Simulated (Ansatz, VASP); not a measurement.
## Two plane-wave programs on AlN

```
Al N
1.0
     3.11100    0.00000    0.00000
    -1.55550    2.69421    0.00000
     0.00000    0.00000    4.95111
Al N
2 2
Direct
  0.33333 0.66667 0.99945
  0.66667 0.33333 0.49945
  0.33333 0.66667 0.38255
  0.66667 0.33333 0.88255
```

Alike in both runs: functional PBE; k mesh 8 × 8 × 5; occupations gaussian, width 0.05 eV; no spin polarisation.

Ansatz relaxed the structure, and its values are those at the end. VASP's run is a single point on that final structure, the one shown.

```csv
,VASP,Ansatz
version,VASP 6.6.1,Ansatz 0.2.0
potentials or method,"VASP PAW PBE potentials, release 64 (Al, N)","scalar-relativistic, plane waves, PAW"
plane-wave cutoff (eV),520,420
valence electrons in the cell,16,16
```

|  | VASP | Ansatz | Ansatz less VASP |
| --- | --- | --- | --- |
| pressure (GPa) | 4.9 | 5.1 | +0.26 |

Ansatz's warnings: stress scf threshold loose.
